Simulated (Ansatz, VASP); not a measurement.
## One calculation of Zn3CdTe4, two programs

```
Zn Cd Te
1.0
     4.45896    0.00001    0.00021
    -0.00002    4.45626   -0.00016
    -0.00010   -0.00012   12.53858
Zn Cd Te
3 1 4
Direct
  0.99986 0.99986 0.75964
  0.49981 0.50011 0.00002
  0.00037 0.00024 0.24040
  0.49998 0.49980 0.50003
  0.49987 0.00008 0.87983
  0.99989 0.50018 0.12012
  0.50026 0.99985 0.35975
  0.99997 0.49987 0.64020
```

Change from the starting cell: cell x1, atoms moved at random (sigma 0.05 Å) and cell strained at random (1.5 %), then relaxed without symmetry.

Alike in both runs: functional PBE; k mesh 4 × 4 × 1; occupations gaussian, width 0.1 eV; no spin polarisation.

Ansatz relaxed the structure, and its values are those at the end. VASP's run is a single point on that final structure, the one shown.

|  | VASP | Ansatz |
| --- | --- | --- |
| version | VASP 6.6.1 | Ansatz 0.2.0 |
| potentials or method | VASP PAW PBE potentials, release 64 (Zn, Cd, Te), cutoff 520 eV | scalar-relativistic, plane waves, PAW |
| valence electrons in the cell | 72 | 120 |

|  | VASP | Ansatz | Ansatz less VASP |
| --- | --- | --- | --- |
| gap on the k mesh at the Fermi level (eV) | 0.87 | 0.87 | +0.001 |
| least direct gap on the mesh (eV) | 0.87 | 0.87 | +0.001 |
| pressure (GPa) | 0.1 | 0.0 | -0.09 |

VASP's potentials hold 72 valence electrons a cell and Ansatz's 120, so a difference there can come from the potentials and not from the codes.

The k mesh is coarse, so the values compare programs but aren't converged. Spin-orbit coupling is off throughout.
